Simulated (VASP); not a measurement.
Set up this calculation in VASP 6.6.1, as the native input.

- Task: single point
- Functional: PBEsol
- Dispersion: D3(BJ)
- Potentials or basis: VASP PAW PBE potentials, release 64 (Te)
- Cutoff: 520 eV
- k mesh: 9 × 9 × 9
- Occupations: fermi-dirac, width 0.15 eV
- Spin: collinear spin, ferromagnetic start
- Starting moments: [1.0] μB
- Fixed moment: 1 μB
- Dipole correction: no
- Further INCAR settings: ALGO = Normal; EDIFF = 1e-06; NBANDS = 13

The structure of Te lies in POSCAR:

```
Te
1.0
    2.3211756774      1.3401314022      1.7021523992
   -2.3211756774      1.3401314022      1.7021523992
    0.0000000000     -2.6802628044      1.7021523992
Te
1
Direct
    0.5000000000      0.5000000000      0.5000000000
```

This cell differs from its parent crystal: volume scaled by 1.02.

These files were run (other wordings do the same):

INCAR

```
PREC = Accurate
ENCUT = 520
EDIFF = 1E-6
ISMEAR = -1
SIGMA = 0.15
LREAL = F
LASPH = T
NELM = 150
ALGO = Normal
ISIF = 2
LWAVE = F
LCHARG = F
ISPIN = 2
MAGMOM = 1
LORBIT = 11
NUPDOWN = 1.0
GGA = PS
IVDW = 12
NBANDS = 13
```

KPOINTS

```
Automatic mesh
0
Gamma
  9 9 9
```

Potentials or basis: VASP PAW PBE potentials, release 64 (Te).

The run is started by

```console
$ cat potpaw_PBE.64/Te/POTCAR > POTCAR
$ mpirun -np 1 vasp_std > vasp.out
```

It gave:

| Item | Value |
| --- | --- |
| Pressure | 1.5 GPa |
| Net moment | 1.00 μB per cell |
| Site moments | Te +0.58 μB |
| Valence electrons inside the program's atomic spheres | Te 3.28 |
| Dispersion energy per atom | -0.436 eV |

Caveat: the PAW data sets were made with another functional, which shifts forces and pressure a little; the total moment is fixed, so each spin has its own Fermi level.

It took 12 s on 1 thread of Intel(R) Xeon(R) 6975P-C (Granite Rapids) (shared host), peak memory 0.18 GiB.
